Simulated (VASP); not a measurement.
# In (P4/nmm) in VASP: relaxation of shape and atoms at fixed volume with PBE

Aim: the relaxation of shape and atoms at fixed volume of In with PBE.

Everything below comes from runs of VASP 6.6.1. Logs are shortened: lines on timing, memory, paths and dates and some standing lists are left out, and cuts for length are marked.

### Step 1. The cell of the first run

The typed cell holds 2 atoms: a = 3.834 Å, b = 3.834 Å, c = 3.662 Å, α = 90.00°, β = 90.00°, γ = 90.00°.

### Step 2. Relaxation of shape and atoms at fixed volume, PBE (26.91 Å³/atom)

File INCAR:

```
SYSTEM = In
ALGO = Fast
EDIFF = 1E-6
EDIFFG = -0.01
ENCUT = 600
GGA = PE
IBRION = 2
ISIF = 4
ISMEAR = 0
LASPH = .True.
LCHARG = .False.
LREAL = .False.
LWAVE = .False.
NELM = 80
NSW = 50
PREC = Accurate
SIGMA = 0.1
```

File KPOINTS:

```
k-points
0
Gamma
  14 14 16
  0 0 0
```

File POSCAR:

```
In
1.0
    3.8335111631      0.0000000000      0.0000000000
    0.0000000000      3.8335111631      0.0000000000
    0.0000000000      0.0000000000      3.6623078885
In
2
Direct
    0.5000000000      0.0000000000      0.2499153087
    0.0000000000      0.5000000000      0.7500846913
```

Potentials or basis: VASP PAW PBE potentials, release 64 (In_d).

Launch:

```bash
$ cat potpaw_PBE.64/In_d/POTCAR > POTCAR
$ mpirun -np 1 vasp_std > vasp.out
```

OUTCAR:

```text
SYSTEM = In
   EDIFF = 1E-6
   EDIFFG = -0.01
   ENCUT = 600
   GGA = PE
   IBRION = 2
   ISIF = 4
   ISMEAR = 0
   LASPH = .True.
   LREAL = .False.
   NELM = 80
   NSW = 50
   PREC = Accurate

 ion  position               nearest neighbor table
   1  0.500  0.000  0.250-   2 3.27   2 3.27   2 3.27   2 3.27   2 3.27   2 3.27   2 3.27   2 3.27

   2  0.000  0.500  0.750-   1 3.27   1 3.27   1 3.27   1 3.27   1 3.27   1 3.27   1 3.27   1 3.27

  LATTYP: Found a simple tetragonal cell.
 ALAT       =     3.8335111631
 C/A-ratio  =     0.9553403480

  Lattice vectors:

 A1 = (   3.8335111631,   0.0000000000,   0.0000000000)
 A2 = (   0.0000000000,   3.8335111631,   0.0000000000)
 A3 = (   0.0000000000,   0.0000000000,   3.6623078885)

Analysis of symmetry for initial positions (statically):
=====================================================================
 Subroutine PRICEL returns:
 Original cell was already a primitive cell.

 Routine SETGRP: Setting up the symmetry group for a
 simple tetragonal supercell.

 Subroutine GETGRP returns: Found 16 space group operations
 (whereof  8 operations were pure point group operations)
 out of a pool of 16 trial point group operations.

The static configuration has the point symmetry D_2d.
 The point group associated with its full space group is D_4h.

Analysis of symmetry for dynamics (positions and initial velocities):
=====================================================================
 Subroutine PRICEL returns:
 Original cell was already a primitive cell.

 Routine SETGRP: Setting up the symmetry group for a
 simple tetragonal supercell.

 Subroutine GETGRP returns: Found 16 space group operations
 (whereof  8 operations were pure point group operations)
 out of a pool of 16 trial point group operations.

The dynamic configuration has the point symmetry D_2d.
 The point group associated with its full space group is D_4h.

 Subroutine INISYM returns: Found 16 space group operations
 (whereof  8 operations are pure point group operations),
 and found     1 'primitive' translations

----------------------------------------------------------------------------------------

                                     Primitive cell

  volume of cell :      53.8206

  direct lattice vectors                    reciprocal lattice vectors
     3.833511163  0.000000000  0.000000000     0.260857464  0.000000000  0.000000000
     0.000000000  3.833511163  0.000000000     0.000000000  0.260857464  0.000000000
     0.000000000  0.000000000  3.662307888     0.000000000  0.000000000  0.273051865

  length of vectors
     3.833511163  3.833511163  3.662307888     0.260857464  0.260857464  0.273051865

  position of ions in fractional coordinates (direct lattice)
     0.500000000  0.000000000  0.249915309
     0.000000000  0.500000000  0.750084691

  ion indices of the primitive-cell ions
   primitive index   ion index
                 1           1
                 2           2

----------------------------------------------------------------------------------------

 KPOINTS: k-points

Automatic generation of k-mesh.
 Grid dimensions read from file:
 generate k-points for:   14   14   16

 Generating k-lattice:

  Cartesian coordinates                     Fractional coordinates (reciprocal lattice)
     0.018632676  0.000000000  0.000000000     0.071428571  0.000000000  0.000000000
     0.000000000  0.018632676  0.000000000     0.000000000  0.071428571  0.000000000
     0.000000000  0.000000000  0.017065742     0.000000000  0.000000000  0.062500000

  Length of vectors
     0.018632676  0.018632676  0.017065742

  Shift w.r.t. Gamma in fractional coordinates (k-lattice)
     0.000000000  0.000000000  0.000000000

 Subroutine IBZKPT returns following result:
 ===========================================

 Found    324 irreducible k-points:

 Following reciprocal coordinates:
            Coordinates               Weight
  0.000000  0.000000  0.000000      1.000000
  0.071429  0.000000  0.000000      4.000000
  0.142857  0.000000  0.000000      4.000000
  0.214286  0.000000  0.000000      4.000000
  0.285714  0.000000  0.000000      4.000000
  0.357143  0.000000  0.000000      4.000000
[... 16 lines left out ...]
  0.285714  0.214286  0.000000      8.000000
  0.357143  0.214286  0.000000      8.000000
 [... further k-points ...]
   k-points           NKPTS =    324   k-points in BZ     NKDIM =    324   number of bands    NBANDS=     17
   number of dos      NEDOS =    301   number of ions     NIONS =      2
   total plane-waves  NPLWV =  30720
   dimension x,y,z NGX =    32 NGY =   32 NGZ =   30
   dimension x,y,z NGXF=    64 NGYF=   64 NGZF=   60
   ions per type =               2
   NGX,Y,Z   is equivalent  to a cutoff of  13.88, 13.88, 13.62 a.u.
   NGXF,Y,Z  is equivalent  to a cutoff of  27.75, 27.75, 27.24 a.u.
 SYSTEM =  In
   PREC   = accura    normal or accurate (medium, high low for compatibility)
   ISTART =      0    job   : 0-new  1-cont  2-samecut
   ICHARG =      2    charge: 1-file 2-atom 10-const
   ISPIN  =      1    spin polarized calculation?
   LNONCOLLINEAR =      F non collinear calculations
   LSORBIT =      F    spin-orbit coupling
   LASPH  =      T    aspherical Exc in radial PAW
   ENCUT  =  600.0 eV  44.10 Ry    6.64 a.u.   7.66  7.66  7.31*2*pi/ulx,y,z
   NELM   =     80;   NELMIN=  2; NELMDL= -5     # of ELM steps
   EDIFF  = 0.1E-05   stopping-criterion for ELM
   LREAL  =      F    real-space projection
   EDIFFG = -.1E-01   stopping-criterion for IOM
   NSW    =     50    number of steps for IOM
   IBRION =      2    ionic relax: 0-MD 1-quasi-New 2-CG
   NFREE  =      1    steps in history (QN), initial steepest desc. (CG)
   ISIF   =      4    stress and relaxation
   ISYM   =      2    0-nonsym 1-usesym 2-fastsym
   POTIM  = 0.5000    time-step for ionic-motion
   TEBEG  =    0.0;   TEEND  =   0.0 temperature during run
   PSTRESS=    0.0 pullay stress
   NELECT =      26.0000    total number of electrons
   NUPDOWN=      -1.0000    fix difference up-down
   EMIN   =  10.00;   EMAX   =-10.00  energy-range for DOS
   EFERMI =   0.00;   METHOD = LEGACY
   ISMEAR =     0;   SIGMA  =   0.10  broadening in eV -4-tet -1-fermi 0-gaus
   EFERMI_NEDOS =   21; number of points for ismear=-14 and -15
   IALGO  =     68    algorithm
   IMIX   =      4    mixing-type and parameters
     AMIX     =   0.40;   BMIX     =  1.00
     AMIX_MAG =   1.60;   BMIX_MAG =  1.00
  volume/ion in A,a.u.               =      26.91       181.60
  Fermi-wavevector in a.u.,A,eV,Ry     =   1.284547  2.427441 22.450426  1.650060
  Thomas-Fermi vector in A             =   2.416734
   LORBIT       =      0    0 simple, 1 ext, 2 COOP (PROOUT), +10 PAW based schemes
   GGA     = PE    functional components
   LHFCALC =     F    Hartree Fock is set to
   AEXX    =    0.0000 exact exchange contribution
   IVDW    =     0    specifies the selected vdW correction
   LEPSILON=     F    determine dielectric tensor
   LRPA    =     F    only Hartree local field effects (RPA)
 conjugate gradient relaxation of ions
 non-spin polarized calculation
 RMM-DIIS sequential band-by-band and
 Gauss-broadening in eV      SIGMA  =   0.10
  energy-cutoff  :      600.00
  volume of cell :       53.82
 maximum number of plane-waves:      1817
 NGX is ok and might be reduce to    32
   NGX = 15   NGY = 15   NGZ = 15

 number of electron      25.9999999 magnetization

 Free energy of the ion-electron system (eV)
  ---------------------------------------------------
  ext. energy  EPLUGINS =         0.00000000
  ---------------------------------------------------
  free energy    TOTEN  =        -5.09780267 eV

  energy without entropy =       -5.09354682  energy(sigma->0) =       -5.09567475

 E-fermi :   7.1856     XC(G=0): -10.1214

 val. band max:        7.1730338174   @ k =   0.2143   0.0000   0.4375
 cond. band min:       7.1856096283   @ k =   0.3571   0.2857   0.3750
 fundamental gap:      0.0125758109
 Fermi energy:         7.1855830481

 k-point     1 :       0.0000    0.0000    0.0000
  band No.  band energies     occupation
      1      -7.5471      2.00000
      2      -7.5373      2.00000
      3      -7.4671      2.00000
      4      -7.4305      2.00000
      5      -7.4305      2.00000
      6      -7.2064      2.00000
[... 9 lines left out ...]
     16      12.1980      0.00000
     17      12.7846      0.00000

 k-point     2 :       0.0714    0.0000    0.0000
  band No.  band energies     occupation
      1      -7.5419      2.00000
      2      -7.5293      2.00000
      3      -7.4639      2.00000
      4      -7.4278      2.00000
      5      -7.4260      2.00000
      6      -7.2094      2.00000
[... 9 lines left out ...]
     16      12.4897      0.00000
     17      12.9122      0.00000

 k-point     3 :       0.1429    0.0000    0.0000
  band No.  band energies     occupation
      1      -7.5279      2.00000
      2      -7.5052      2.00000
      3      -7.4542      2.00000
      4      -7.4194      2.00000
      5      -7.4126      2.00000
      6      -7.2195      2.00000
[... 9 lines left out ...]
     16      12.8047      0.00000
     17      13.7443      0.00000

 k-point     4 :       0.2143    0.0000    0.0000
  band No.  band energies     occupation
      1      -7.5062      2.00000
      2      -7.4671      2.00000
      3      -7.4378      2.00000
      4      -7.4052      2.00000
      5      -7.3911      2.00000
      6      -7.2376      2.00000
[... 9 lines left out ...]
     16      13.0278      0.00000
     17      15.1784      0.00000

 k-point     5 :       0.2857    0.0000    0.0000
  band No.  band energies     occupation
      1      -7.4779      2.00000
      2      -7.4193      2.00000
      3      -7.4144      2.00000
      4      -7.3848      2.00000
      5      -7.3625      2.00000
      6      -7.2631      2.00000
[... 9 lines left out ...]
     16      13.3117      0.00000
     17      14.2822      0.00000

 k-point     6 :       0.3571    0.0000    0.0000
  band No.  band energies     occupation
      1      -7.4443      2.00000
      2      -7.3839      2.00000
      3      -7.3670      2.00000
      4      -7.3582      2.00000
      5      -7.3282      2.00000
      6      -7.2946      2.00000
[... 9 lines left out ...]
     16      13.2157      0.00000
     17      13.7143      0.00000

 k-point     7 :       0.4286    0.0000    0.0000
  band No.  band energies     occupation
      1      -7.4071      2.00000
      2      -7.3468      2.00000
      3      -7.3303      2.00000
      4      -7.3256      2.00000
      5      -7.3154      2.00000
      6      -7.2900      2.00000
[... 9 lines left out ...]
     16      12.2336      0.00000
     17      12.6740      0.00000

 k-point     8 :       0.5000    0.0000    0.0000
  band No.  band energies     occupation
      1      -7.3685      2.00000
      2      -7.3685      2.00000
      3      -7.3039      2.00000
      4      -7.3039      2.00000
      5      -7.2878      2.00000
      6      -7.2878      2.00000
[... 9 lines left out ...]
     16      11.9211      0.00000
     17      12.2421      0.00000
[... 203 lines left out ...]
      1      -7.4362      2.00000
      2      -7.4325      2.00000
      3      -7.4041      2.00000
      4      -7.3515      2.00000
      5      -7.2957      2.00000
      6      -7.2758      2.00000
[... 9 lines left out ...]
     16      12.4335      0.00000
     17      14.1891      0.00000

 k-point    20 :       0.4286    0.1429    0.0000
  band No.  band energies     occupation
      1      -7.4097      2.00000
      2      -7.4093      2.00000
      3      -7.3891      2.00000
      4      -7.3395      2.00000
      5      -7.3076      2.00000
      6      -7.2920      2.00000
[... 9 lines left out ...]
     16      12.9847      0.00000
     17      13.2730      0.00000

 k-point    21 :       0.5000    0.1429    0.0000
  band No.  band energies     occupation
      1      -7.3900      2.00000
      2      -7.3900      2.00000
      3      -7.3781      2.00000
      4      -7.3781      2.00000
      5      -7.2928      2.00000
      6      -7.2928      2.00000
[... 9 lines left out ...]
     16      12.4152      0.00000
     17      13.6153      0.00000

 k-point    22 :       0.2143    0.2143    0.0000
  band No.  band energies     occupation
      1      -7.4702      2.00000
      2      -7.4661      2.00000
      3      -7.4333      2.00000
      4      -7.4130      2.00000
      5      -7.2795      2.00000
      6      -7.2516      2.00000
[... 9 lines left out ...]
     16      12.0292      0.00000
     17      15.0627      0.00000

 k-point    23 :       0.2857    0.2143    0.0000
  band No.  band energies     occupation
      1      -7.4712      2.00000
      2      -7.4515      2.00000
      3      -7.4281      2.00000
      4      -7.3731      2.00000
      5      -7.3015      2.00000
      6      -7.2500      2.00000
[... 9 lines left out ...]
     16      12.4677      0.00000
     17      15.0623      0.00000

 k-point    24 :       0.3571    0.2143    0.0000
  band No.  band energies     occupation
      1      -7.4662      2.00000
      2      -7.4333      2.00000
      3      -7.4210      2.00000
      4      -7.3488      2.00000
      5      -7.3298      2.00000
      6      -7.2607      2.00000
[... 9 lines left out ...]
     16      12.9210      0.00000
     17      14.2448      0.00000

 [... further k-points ...]

------------------------ aborting loop because EDIFF is reached ----------------------------------------

  FORCE on cell =-STRESS in cart. coord.  units (eV):
  Direction    XX          YY          ZZ          XY          YZ          ZX
  --------------------------------------------------------------------------------------
  -------------------------------------------------------------------------------------
  Total        0.3833085      0.3833085      0.3963587      0.0000000      0.0000000      0.0000000
  in kB       11.4106585     11.4106585     11.7991496      0.0000000      0.0000000      0.0000000
  external PRESSURE =      11.5401556 kB  Pullay stress =       0.0000000 kB

 VOLUME and BASIS-vectors are now :
 -----------------------------------------------------------------------------
  energy-cutoff  :      600.00
  volume of cell :       53.82
      direct lattice vectors                 reciprocal lattice vectors
     3.833511163  0.000000000  0.000000000     0.260857464  0.000000000  0.000000000
     0.000000000  3.833511163  0.000000000     0.000000000  0.260857464  0.000000000
     0.000000000  0.000000000  3.662307888     0.000000000  0.000000000  0.273051865

 POSITION                                       TOTAL-FORCE (eV/Angst)
 -----------------------------------------------------------------------------------
      1.91676      0.00000      0.91527        -0.000000      0.000000      0.000996
      0.00000      1.91676      2.74704         0.000000      0.000000     -0.000996
 -----------------------------------------------------------------------------------
    total drift:                                0.000000      0.000000     -0.000000

  FREE ENERGIE OF THE ION-ELECTRON SYSTEM (eV)
  ---------------------------------------------------
  free  energy   TOTEN  =        -5.0978026683 eV

  energy  without entropy=       -5.0935468217  energy(sigma->0) =       -5.09567475

 reached required accuracy - stopping structural energy minimisation
```

Run time: 4.1 min. Hardware: 1 thread of AMD EPYC 7R13 (Zen 3), shared host; peak memory 0.37 GiB.

Results:

| Item | Value |
| --- | --- |
| Free energy | -5.0978 eV |
| Pressure after relaxing | 1.2 GPa |
| Band gap on the k mesh | zero (bands 13 and 14 overlap by 7.48 eV) |

Final structure:
```
In
1.0
     3.83351    0.00000    0.00000
     0.00000    3.83351    0.00000
     0.00000    0.00000    3.66231
In
2
Direct
  0.50000 0.00000 0.24992
  0.00000 0.50000 0.75008
```

Caveat: spin-orbit coupling is left out, which moves the levels of the heavy elements.
